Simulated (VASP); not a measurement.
Write the native input for VASP 6.6.1 that does the following.

```yaml
Task: single point
Functional: LDA
Potentials_or_basis: VASP PAW LDA potentials, release 64 (Co)
Cutoff: 520 eV
k_mesh: 24 × 24 × 13
Occupations: fermi-dirac, width 0.05 eV
Spin: collinear spin, ferromagnetic start
Starting_moments: "[1.558, 1.558] μB"
Dipole_correction: no
Further_INCAR_settings: ALGO = Normal; EDIFF = 1e-06; NBANDS = 20
```

The structure of Co lies in POSCAR:

```
Co
1.0
    2.4904578918      0.0000000000      0.0000000000
   -1.2452289459      2.1567998014      0.0000000000
    0.0000000000      0.0000000000      4.0249907663
Co
2
Direct
    0.3333333333      0.6666666667      0.2500000000
    0.6666666667      0.3333333333      0.7500000000
```

This cell differs from its parent crystal: volume scaled by 1.08.

The input as run:

INCAR

```
PREC = Accurate ; ENCUT = 520
EDIFF = 1E-6 ; ISMEAR = -1
SIGMA = 0.05 ; LREAL = False
LASPH = True ; NELM = 150
ALGO = Normal ; ISIF = 2
LWAVE = False ; LCHARG = False
ISPIN = 2 ; MAGMOM = 1.558 1.558
LORBIT = 11 ; LMAXMIX = 4
NBANDS = 20
```

KPOINTS

```
Automatic mesh
0
Gamma
  24 24 13
```

Potentials or basis: VASP PAW LDA potentials, release 64 (Co).

Run with:

```console
$ cat potpaw_LDA.64/Co/POTCAR > POTCAR
$ mpirun -np 1 vasp_std > vasp.out
```

Results of the run:

The pressure is -18.2 GPa, the net moment is 3.09 μB per cell and the site moments are Co +1.55 μB. The valence electrons inside the program's atomic spheres are Co 8.29.

Run time: 3.7 min on 1 thread of Intel Xeon 6975P-C, on a shared host, peak memory 0.34 GiB.
